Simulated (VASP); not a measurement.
# GaP (I-4m2) in VASP: single point with PBE

Aim: the single point of GaP with PBE.

All numbers are computed with VASP 6.6.1; they aren't measurements. Logs are shortened: lines on timing, memory, paths and dates and some standing lists are left out, and cuts for length are marked.

## Step 1: The cell of the first run

The structure is tetragonal, space group I-4m2 (No. 119). Conventional cell: a = 3.854 Å, b = 3.854 Å, c = 5.229 Å, α = 90.00°, β = 90.00°, γ = 90.00°. Ga (site symmetry -4m2) has 4 P at 2.33 Å within 3.1 Å. P (site symmetry -4m2) has 4 Ga at 2.33 Å within 3.1 Å.

## Step 2: Single point, PBE (uniaxial x strain -4.1%)

INCAR

```
SYSTEM = GaP
  ALGO = Normal
  EDIFF = 1E-7
  ENCUT = 520
  GGA = PE
  ISIF = 2
  ISMEAR = -1
  LASPH = .TRUE.
  LCHARG = .FALSE.
  LREAL = .FALSE.
  LWAVE = .FALSE.
  NBANDS = 16
  NELM = 60
  PREC = Accurate
  SIGMA = 0.02
```

KPOINTS

```
k-points
0
G
  8 8 8
  0 0 0
```

POSCAR

```
GaP
1.0
    0.0000000000      2.7253993001      2.7253993001
    2.6144755486      0.0000000000      2.7253993001
    2.6144755486      2.7253993001      0.0000000000
Ga P
1 1
Direct
    0.0000000000      0.0000000000      0.0000000000
    0.2500000000      0.2500000000      0.2500000000
```

Potentials or basis: VASP PAW PBE potentials, release 64 (Ga_d, P).

Started as:

```
> cat potpaw_PBE.64/Ga_d/POTCAR potpaw_PBE.64/P/POTCAR > POTCAR
> mpirun -np 1 vasp_std > vasp.out
```

OUTCAR:

```text
SYSTEM = GaP
   EDIFF = 1E-7
   ENCUT = 520
   GGA = PE
   ISIF = 2
   ISMEAR = -1
   LASPH = .TRUE.
   LREAL = .FALSE.
   NELM = 60
   PREC = Accurate

 ion  position               nearest neighbor table
   1  0.000  0.000  0.000-   2 2.33   2 2.33   2 2.33   2 2.33
   2  0.250  0.250  0.250-   1 2.33   1 2.33   1 2.33   1 2.33

  LATTYP: Found a body centered tetragonal cell.
 ALAT       =     3.8542966531
 C/A-ratio  =     1.3566550704

  Lattice vectors:

 A1 = (  -2.6144755486,   0.0000000000,  -2.7253993001)
 A2 = (  -2.6144755486,   0.0000000000,   2.7253993001)
 A3 = (   2.6144755486,   2.7253993001,   0.0000000000)

Analysis of symmetry for initial positions (statically):
=====================================================================
 Subroutine PRICEL returns:
 Original cell was already a primitive cell.

 Routine SETGRP: Setting up the symmetry group for a
 body centered tetragonal supercell.

 Subroutine GETGRP returns: Found  8 space group operations
 (whereof  8 operations were pure point group operations)
 out of a pool of 16 trial point group operations.

The static configuration has the point symmetry D_2d.

Analysis of symmetry for dynamics (positions and initial velocities):
=====================================================================
 Subroutine PRICEL returns:
 Original cell was already a primitive cell.

 Routine SETGRP: Setting up the symmetry group for a
 body centered tetragonal supercell.

 Subroutine GETGRP returns: Found  8 space group operations
 (whereof  8 operations were pure point group operations)
 out of a pool of 16 trial point group operations.

The dynamic configuration has the point symmetry D_2d.

 Subroutine INISYM returns: Found  8 space group operations
 (whereof  8 operations are pure point group operations),
 and found     1 'primitive' translations

----------------------------------------------------------------------------------------

                                     Primitive cell

  volume of cell :      38.8396

  direct lattice vectors                    reciprocal lattice vectors
     0.000000000  2.725399300  2.725399300    -0.191242944  0.183459356  0.183459356
     2.614475549  0.000000000  2.725399300     0.191242944 -0.183459356  0.183459356
     2.614475549  2.725399300  0.000000000     0.191242944  0.183459356 -0.183459356

  length of vectors
     3.854296653  3.776676282  3.776676282     0.322317443  0.322317443  0.322317443

  position of ions in fractional coordinates (direct lattice)
     0.000000000  0.000000000  0.000000000
     0.250000000  0.250000000  0.250000000

  ion indices of the primitive-cell ions
   primitive index   ion index
                 1           1
                 2           2

----------------------------------------------------------------------------------------

 KPOINTS: k-points

Automatic generation of k-mesh.
 Grid dimensions read from file:
 generate k-points for:    8    8    8

 Generating k-lattice:

  Cartesian coordinates                     Fractional coordinates (reciprocal lattice)
    -0.023905368  0.022932419  0.022932419     0.125000000  0.000000000  0.000000000
     0.023905368 -0.022932419  0.022932419     0.000000000  0.125000000 -0.000000000
     0.023905368  0.022932419 -0.022932419     0.000000000 -0.000000000  0.125000000

  Length of vectors
     0.040289680  0.040289680  0.040289680

  Shift w.r.t. Gamma in fractional coordinates (k-lattice)
     0.000000000  0.000000000  0.000000000

 Subroutine IBZKPT returns following result:
 ===========================================

 Found     59 irreducible k-points:

 Following reciprocal coordinates:
            Coordinates               Weight
  0.000000  0.000000  0.000000      1.000000
  0.125000  0.000000  0.000000      8.000000
  0.250000  0.000000  0.000000      8.000000
  0.375000  0.000000  0.000000      8.000000
  0.500000  0.000000  0.000000      4.000000
  0.125000  0.125000  0.000000      4.000000
[... 16 lines left out ...]
  0.250000  0.125000  0.125000      4.000000
  0.375000  0.125000  0.125000      8.000000
 [... further k-points ...]
   k-points           NKPTS =     59   k-points in BZ     NKDIM =     59   number of bands    NBANDS=     16
   number of dos      NEDOS =    301   number of ions     NIONS =      2
   total plane-waves  NPLWV =  23520
   dimension x,y,z NGX =    30 NGY =   28 NGZ =   28
   dimension x,y,z NGXF=    60 NGYF=   56 NGZF=   56
   ions per type =               1   1
   NGX,Y,Z   is equivalent  to a cutoff of  12.94, 12.33, 12.33 a.u.
   NGXF,Y,Z  is equivalent  to a cutoff of  25.88, 24.65, 24.65 a.u.
 SYSTEM =  GaP
   PREC   = accura    normal or accurate (medium, high low for compatibility)
   ISTART =      0    job   : 0-new  1-cont  2-samecut
   ICHARG =      2    charge: 1-file 2-atom 10-const
   ISPIN  =      1    spin polarized calculation?
   LNONCOLLINEAR =      F non collinear calculations
   LSORBIT =      F    spin-orbit coupling
   LASPH  =      T    aspherical Exc in radial PAW
   ENCUT  =  520.0 eV  38.22 Ry    6.18 a.u.   7.17  7.02  7.02*2*pi/ulx,y,z
   NELM   =     60;   NELMIN=  2; NELMDL= -5     # of ELM steps
   EDIFF  = 0.1E-06   stopping-criterion for ELM
   LREAL  =      F    real-space projection
   EDIFFG = 0.1E-05   stopping-criterion for IOM
   NSW    =      0    number of steps for IOM
   IBRION =     -1    ionic relax: 0-MD 1-quasi-New 2-CG
   NFREE  =      0    steps in history (QN), initial steepest desc. (CG)
   ISIF   =      2    stress and relaxation
   ISYM   =      2    0-nonsym 1-usesym 2-fastsym
   POTIM  = 0.5000    time-step for ionic-motion
   TEBEG  =    0.0;   TEEND  =   0.0 temperature during run
   PSTRESS=    0.0 pullay stress
   NELECT =      18.0000    total number of electrons
   NUPDOWN=      -1.0000    fix difference up-down
   EMIN   =  10.00;   EMAX   =-10.00  energy-range for DOS
   EFERMI =   0.00;   METHOD = LEGACY
   ISMEAR =    -1;   SIGMA  =   0.02  broadening in eV -4-tet -1-fermi 0-gaus
   EFERMI_NEDOS =   21; number of points for ismear=-14 and -15
   IALGO  =     38    algorithm
   IMIX   =      4    mixing-type and parameters
     AMIX     =   0.40;   BMIX     =  1.00
     AMIX_MAG =   1.60;   BMIX_MAG =  1.00
  volume/ion in A,a.u.               =      19.42       131.05
  Fermi-wavevector in a.u.,A,eV,Ry     =   1.266895  2.394085 21.837672  1.605024
  Thomas-Fermi vector in A             =   2.400072
   LORBIT       =      0    0 simple, 1 ext, 2 COOP (PROOUT), +10 PAW based schemes
   GGA     = PE    functional components
   LHFCALC =     F    Hartree Fock is set to
   AEXX    =    0.0000 exact exchange contribution
   IVDW    =     0    specifies the selected vdW correction
   LEPSILON=     F    determine dielectric tensor
   LRPA    =     F    only Hartree local field effects (RPA)
 non-spin polarized calculation
  energy-cutoff  :      520.00
  volume of cell :       38.84
 maximum number of plane-waves:      1063
 NGX is ok and might be reduce to    30
   NGX = 15   NGY = 13   NGZ = 13

 number of electron      17.9999996 magnetization

 Free energy of the ion-electron system (eV)
  ---------------------------------------------------
  ext. energy  EPLUGINS =         0.00000000
  ---------------------------------------------------
  free energy    TOTEN  =        -9.06141697 eV

  energy without entropy =       -9.06141697  energy(sigma->0) =       -9.06141697

 E-fermi :   5.6229     XC(G=0): -10.0247

 val. band max:        5.2342650403   @ k =   0.0000   0.0000   0.0000
 cond. band min:       6.4032228117   @ k =   0.0000   0.3750   0.3750
 fundamental gap:      1.1689577714
 Fermi energy:         5.6229064174

 k-point     1 :       0.0000    0.0000    0.0000
  band No.  band energies     occupation
      1      -9.5480      2.00000
      2      -9.5480      2.00000
      3      -9.5354      2.00000
      4      -9.4347      2.00000
      5      -9.4287      2.00000
      6      -7.7223      2.00000
[... 8 lines left out ...]
     15      14.5486      0.00000
     16      15.2783      0.00000

 k-point     2 :       0.1250    0.0000    0.0000
  band No.  band energies     occupation
      1      -9.5616      2.00000
      2      -9.5425      2.00000
      3      -9.5335      2.00000
      4      -9.4351      2.00000
      5      -9.4283      2.00000
      6      -7.5081      2.00000
[... 8 lines left out ...]
     15      14.4815      0.00000
     16      15.0383      0.00000

 k-point     3 :       0.2500    0.0000    0.0000
  band No.  band energies     occupation
      1      -9.5968      2.00000
      2      -9.5310      2.00000
      3      -9.5231      2.00000
      4      -9.4348      2.00000
      5      -9.4255      2.00000
      6      -6.9016      2.00000
[... 8 lines left out ...]
     15      14.1388      0.00000
     16      15.2274      0.00000

 k-point     4 :       0.3750    0.0000    0.0000
  band No.  band energies     occupation
      1      -9.6282      2.00000
      2      -9.5224      2.00000
      3      -9.5146      2.00000
      4      -9.4317      2.00000
      5      -9.4196      2.00000
      6      -6.0491      2.00000
[... 8 lines left out ...]
     15      15.4621      0.00000
     16      15.4901      0.00000
[... 324 lines left out ...]
 k-point    22 :       0.0000    0.1250    0.1250
  band No.  band energies     occupation
      1      -9.5642      2.00000
      2      -9.5373      2.00000
      3      -9.5373      2.00000
      4      -9.4406      2.00000
      5      -9.4245      2.00000
      6      -7.4228      2.00000
[... 8 lines left out ...]
     15      14.8170      0.00000
     16      15.5095      0.00000

 k-point    23 :       0.2500    0.1250    0.1250
  band No.  band energies     occupation
      1      -9.5855      2.00000
      2      -9.5361      2.00000
      3      -9.5214      2.00000
      4      -9.4320      2.00000
      5      -9.4309      2.00000
      6      -7.1762      2.00000
[... 8 lines left out ...]
     15      14.4661      0.00000
     16      16.2054      0.00000

 k-point    24 :       0.3750    0.1250    0.1250
  band No.  band energies     occupation
      1      -9.6145      2.00000
      2      -9.5236      2.00000
      3      -9.5136      2.00000
      4      -9.4311      2.00000
      5      -9.4290      2.00000
      6      -6.4830      2.00000
[... 8 lines left out ...]
     15      15.6626      0.00000
     16      16.7357      0.00000

 [... further k-points ...]
[... 5 lines left out ...]
  --------------------------------------------------------------------------------------
  -------------------------------------------------------------------------------------
  Total        2.0007677      1.3207311      1.3207311      0.0000000      0.0000000      0.0000000
  in kB       82.5339038     54.4816351     54.4816351      0.0000000      0.0000000      0.0000000
  external PRESSURE =      63.8323913 kB  Pullay stress =       0.0000000 kB

 VOLUME and BASIS-vectors are now :
 -----------------------------------------------------------------------------
  energy-cutoff  :      520.00
  volume of cell :       38.84
      direct lattice vectors                 reciprocal lattice vectors
     0.000000000  2.725399300  2.725399300    -0.191242944  0.183459356  0.183459356
     2.614475549  0.000000000  2.725399300     0.191242944 -0.183459356  0.183459356
     2.614475549  2.725399300  0.000000000     0.191242944  0.183459356 -0.183459356

 POSITION                                       TOTAL-FORCE (eV/Angst)
 -----------------------------------------------------------------------------------
      0.00000      0.00000      0.00000         0.000000      0.000000      0.000000
      1.30724      1.36270      1.36270        -0.000000     -0.000000     -0.000000
 -----------------------------------------------------------------------------------
    total drift:                                0.000001     -0.000002     -0.000002

  FREE ENERGIE OF THE ION-ELECTRON SYSTEM (eV)
  ---------------------------------------------------
  free  energy   TOTEN  =        -9.0614169666 eV

  energy  without entropy=       -9.0614169666  energy(sigma->0) =       -9.06141697
```

Wall time 59 s (1 thread of Intel Xeon 8259CL, shared host); peak memory 0.18 GiB.

Results:

```
Free energy            : -9.0614 eV
Pressure               : 6.4 GPa
Band gap on the k mesh : 1.17 eV, indirect (least direct gap 2.01 eV)
```

Levels at points of the mesh, in eV from the valence-band top:
```tsv
k point	band 5	band 6	band 7	band 8	band 9	band 10	band 11	band 12	band 13	band 14
(0.00, 0.00, 0.00)	-14.66	-12.96	-0.22	-0.22	0.00	2.01	3.68	3.77	3.77	8.83
(0.50, 0.00, 0.00)	-14.65	-10.75	-7.02	-1.50	-1.16	1.61	4.40	4.77	8.23	10.98
(0.50, 0.50, 0.00)	-14.64	-9.86	-7.19	-2.89	-2.85	1.52	1.77	10.62	10.68	11.26
(0.00, 0.50, 0.50)	-14.63	-9.66	-6.91	-3.17	-3.17	1.22	1.36	10.73	10.73	11.67
```

Caveat: the cell differs from its parent crystal (uniaxial x strain -4.1%). A k mesh can miss the band edges.
